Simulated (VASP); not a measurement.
Input of a VASP 6.6.1 run:

Contents of INCAR:

```
PREC = Accurate ; ENCUT = 520
EDIFF = 1E-6 ; ISMEAR = -1
SIGMA = 0.05 ; LREAL = False
LASPH = True ; NELM = 100
ALGO = Normal ; ISIF = 2
LWAVE = False ; LCHARG = False
GGA = PS ; IVDW = 12
NBANDS = 13
```

Contents of KPOINTS:

```
regular mesh
0
Gamma
  9 9 9
```

Contents of POSCAR:

```
Pb
1.0
    0.0000000000      2.4245423102      2.4245423102
    2.4245423102      0.0000000000      2.4245423102
    2.4245423102      2.4245423102      0.0000000000
Pb
1
Direct
    0.0000000000      0.0000000000      0.0000000000
```

Potentials or basis: VASP PAW PBE potentials, release 64 (Pb_d).

Command:

```bash
$ cat potpaw_PBE.64/Pb_d/POTCAR > POTCAR
$ mpirun -np 1 vasp_std > vasp.out
```

Problem. Estimate the pressure.

Solution. -0.1 GPa.

Problem. Predict the dispersion energy per atom.

Solution. -0.471 eV.

Caveat: the PAW data sets were made with another functional, which shifts forces and pressure a little; pairwise dispersion overbinds metals, which lowers pressure and volume.
